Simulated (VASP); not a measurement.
A run of VASP 6.6.1 is set up as follows.

The input INCAR:

```
PREC = Accurate
ENCUT = 520
EDIFF = 1E-7
ISMEAR = -1
SIGMA = 0.24
LREAL = Auto
LASPH = T
NELM = 100
ALGO = Normal
ISIF = 2
LWAVE = F
LCHARG = T
GGA = PE
IVDW = 12
LELF = T
LVHAR = T
NBANDS = 60
```

KPOINTS

```
regular mesh
0
Gamma
  2 2 2
```

POSCAR

```
Be
1.0
    6.9826430000      0.0000000000      0.0000000000
   -3.4913210000      6.0471460000      0.0000000000
    0.0000000000      0.0000000000      7.2945340000
Be
36
Direct
   -0.0003874461      0.0098228156     -0.0136266415
    0.1205458603      0.2329859408      0.2335584425
   -0.0563914796      0.0238128863      0.5213629822
    0.0086991271      0.1982753517      0.7562648964
    0.0051943496      0.3294942771      0.0064294717
    0.0933213030      0.5593382399      0.2591940760
    0.0755520286      0.3689012966      0.5000593595
    0.1731740520      0.6302807969      0.7450098937
   -0.0403955917      0.6794940952     -0.0042634663
    0.1199287909      0.9205168852      0.2371638819
    0.0382812615      0.6583766954      0.5186760388
    0.0778980821      0.8933966536      0.7295462603
    0.3497355144      0.0049775547      0.0004249757
    0.4547196052      0.1855586090      0.2480213267
    0.3195461469     -0.0313701703      0.5394998502
    0.4400251539      0.2472240624      0.7499313870
    0.3674319659      0.3499667446     -0.0123654232
    0.4696035802      0.6064679106      0.2429764533
    0.3331714722      0.3447742125      0.5212258933
    0.4354401838      0.5659529305      0.7530844328
    0.3245188730      0.6817761635      0.0106929380
    0.4175574849      0.8863850815      0.2548209385
    0.3640451464      0.6869025487      0.4754930198
    0.4872235100      0.8607366186      0.7703576404
    0.7056301744      0.0261114913      0.0157515202
    0.8087925052      0.2507959953      0.2458964479
    0.6102130114     -0.0299314751      0.4826627719
    0.7463691547      0.1974981256      0.7316163034
    0.6828534207      0.3285351470     -0.0135992237
    0.7641439328      0.5398083658      0.2543000005
    0.6808138371      0.3094186911      0.4897502705
    0.7301241666      0.5540299507      0.7354685029
    0.6357129386      0.6725982802     -0.0341625661
    0.8119330115      0.9142494658      0.2459101568
    0.6764796235      0.6582940118      0.4840884969
    0.7754267633      0.8597113415      0.7369353546
```

Potentials or basis: VASP PAW PBE potentials, release 64 (Be).

Run with:

```bash
$ cat potpaw_PBE.64/Be/POTCAR > POTCAR
$ mpirun -np 1 vasp_std > vasp.out
```

Question: Estimate the largest force.

Answer: 3.748 eV/Å.

Question: What does it give for the pressure?

Answer: -6.5 GPa.

Question: Estimate the dispersion energy per atom.

Answer: -0.327 eV.

Forces in eV/Å, atoms in the order of the input:
```
Be   0.675  0.038  0.552
Be   0.226  0.103  0.974
Be   1.301  0.565 -1.859
Be   3.716  0.399  0.273
Be  -0.349  1.088 -0.495
Be   0.784  0.369 -0.872
Be  -2.552  0.274  0.133
Be  -1.003 -1.047  0.745
Be   0.986  0.049 -0.239
Be   0.256 -0.859  0.592
Be  -2.044 -0.200 -1.237
Be   0.432  0.151  0.801
Be  -0.334 -0.010 -0.906
Be  -0.376  1.872  0.312
Be   0.406  0.995 -0.881
Be   0.879 -1.116 -0.199
Be  -0.986 -0.504  1.230
Be   0.294 -0.920 -0.366
Be   1.432 -0.757 -1.105
Be   0.043 -1.336 -1.057
Be   0.304 -0.697 -0.355
Be   0.038 -0.604 -0.529
Be  -1.199 -2.028  1.714
Be  -0.848  1.685  0.127
Be  -0.977 -0.514 -1.024
Be  -0.224 -0.969  0.358
Be   2.069  1.698  0.464
Be  -1.566  0.467  0.237
Be  -0.720  0.247  0.187
Be  -0.280  0.319 -0.550
Be  -1.176  1.139  0.229
Be   1.939 -1.052  0.357
Be   0.697  0.733  1.782
Be  -0.389 -0.839  0.003
Be  -0.378  0.663  0.099
Be  -1.078  0.596  0.505
```

Caveat: the k points lie up to 0.52 Å⁻¹ apart, too coarse for converged energies and pressures of a metal; forces of over 1 eV/Å act on the atoms, so gaps and moduli don't describe the material at rest.
